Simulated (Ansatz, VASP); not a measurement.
## One calculation of PbO, two programs

File INCAR:

```
PREC = Accurate
ENCUT = 520
EDIFF = 1E-6
ISMEAR = 0
SIGMA = 0.01
LREAL = F
LASPH = T
NELM = 100
ALGO = Normal
ISIF = 2
LWAVE = F
LCHARG = F
GGA = PS
NBANDS = 28
```

Contents of KPOINTS:

```
regular mesh
0
Gamma
  6 6 6
```

POSCAR

```
PbO
1.0
    3.9874836121      0.0000000000      0.0000000000
    0.0000000000      3.9874836121      0.0000000000
    0.0000000000      0.0000000000      5.0798794085
Pb O
2 2
Direct
    0.0000000000      0.5000000000      0.2331632985
    0.5000000000      0.0000000000      0.7668367015
    0.0000000000      0.0000000000      0.0000000000
    0.5000000000      0.5000000000      0.0000000000
```

Input for Ansatz:

```yaml
crystal:
  lattice:
    - [3.98748361208, 0.0, 0.0]
    - [0.0, 3.98748361208, 0.0]
    - [0.0, 0.0, 5.07987940846]
  atoms:
    - { symbol: Pb, position: [0.0, 0.5, 0.23316329847] }
    - { symbol: Pb, position: [0.5, 0.0, 0.76683670153] }
    - { symbol: O, position: [0.0, 0.0, 0.0] }
    - { symbol: O, position: [0.5, 0.5, 0.0] }
kpoints:
  mp_grid: { grid: [6, 6, 6] }
scf:
  occupations: { method: fixed }
hamiltonian:
  xc: pbesol
  pseudopotentials: { kind: paw }
output:
  forces: true
  stress: true
  eigenvalues: true
  eigenstates:
    nscf_kmesh: { grid: [8, 8, 8] }
    de_dk: true
    e_range: [-9, 11.23382682259]
  optics:
    e_range: [0, 25]
    de: 0.2
    sigma: 0.2
    bands: { spectra_wanted_up_to: 25 }
    nscf_kmesh: { grid: [8, 8, 8] }
checkpoint:
  write: ck
  write_wavefunctions: false
```

Alike in both runs: task single point; functional PBEsol; k mesh 6 × 6 × 6; no spin polarisation.

```csv
,VASP,Ansatz
version,VASP 6.6.1,Ansatz 0.2.0
potentials or method,"VASP PAW PBE potentials, release 64 (Pb_d, O)","PAW with Ansatz's default frozen-core files, scalar-relativistic"
plane-wave cutoff (eV),520,420
occupations,"gaussian, width 0.01 eV",fixed
valence electrons in the cell,40,40
```

VASP gave:

```
gap on the k mesh at the Fermi level (eV) : 1.25
pressure (GPa)                            : 0.1
rms of the force components (eV/Å)        : 0.018
```

**Question.** Which values does Ansatz return?

**Answer.** gap on the k mesh at the Fermi level (eV): 1.24; pressure (GPa): 0.0; rms of the force components (eV/Å): 0.000.

VASP's potentials were made for PBE, not for PBEsol. Atom by atom the forces differ by 0.018 eV/Å (rms over components).

Neither program's run includes spin-orbit coupling.
